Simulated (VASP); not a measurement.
Input of a VASP 6.6.1 run:

Contents of INCAR:

```
PREC     = Accurate       # precision mode
ENCUT    = 520            # plane-wave cutoff, eV
EDIFF    = 1E-7           # SCF threshold, eV
ISMEAR   = 0              # smearing method
SIGMA    = 0.1            # smearing width, eV
LREAL    = False          # projectors in reciprocal space
LASPH    = True           # aspherical terms in the spheres
NELM     = 100            # most SCF steps
ALGO     = Fast           # electronic algorithm
ISIF     = 2              # what is computed and relaxed
LWAVE    = False          # write WAVECAR
LCHARG   = False          # write CHGCAR
GGA      = PE             # functional
NBANDS   = 45             # bands
```

The input KPOINTS:

```
regular mesh
0
Gamma
  6 6 2
```

The input POSCAR:

```
BaW
1.0
    4.3601003285      0.0000000000      0.0000000000
   -2.1800501643      3.7759576475      0.0000000000
    0.0000000000      0.0000000000      9.9887798275
Ba W
3 3
Direct
    0.7198000000      0.0000000000      0.6666666667
    0.0000000000      0.7198000000      0.3333333333
    0.2802000000      0.2802000000      0.0000000000
    0.4889000000      0.0000000000      0.1666666667
    0.0000000000      0.4889000000      0.8333333333
    0.5111000000      0.5111000000      0.5000000000
```

Potentials or basis: VASP PAW PBE potentials, release 64 (Ba_sv, W_sv).

Command:

```bash
$ cat potpaw_PBE.64/Ba_sv/POTCAR potpaw_PBE.64/W_sv/POTCAR > POTCAR
$ mpirun -np 1 vasp_std > vasp.out
```

Problem. Estimate the largest force.

Solution. 3.654 eV/Å.

Problem. What does it give for the band gap on the k mesh?

Solution. Zero (bands 36 and 37 overlap by 0.33 eV).

Problem. What does it give for the pressure?

Solution. 16.9 GPa.

Forces on the atoms (eV/Å):
```
Ba  -0.252  0.000  0.000
Ba   0.126 -0.218  0.000
Ba   0.126  0.218  0.000
W    3.654  0.000  0.000
W   -1.827  3.164  0.000
W   -1.827 -3.164  0.000
```

Caveat: the cell stands under pressure; spin-orbit coupling is left out, which moves the levels of the heavy elements; forces of over 1 eV/Å act on the atoms, so gaps and moduli don't describe the material at rest.
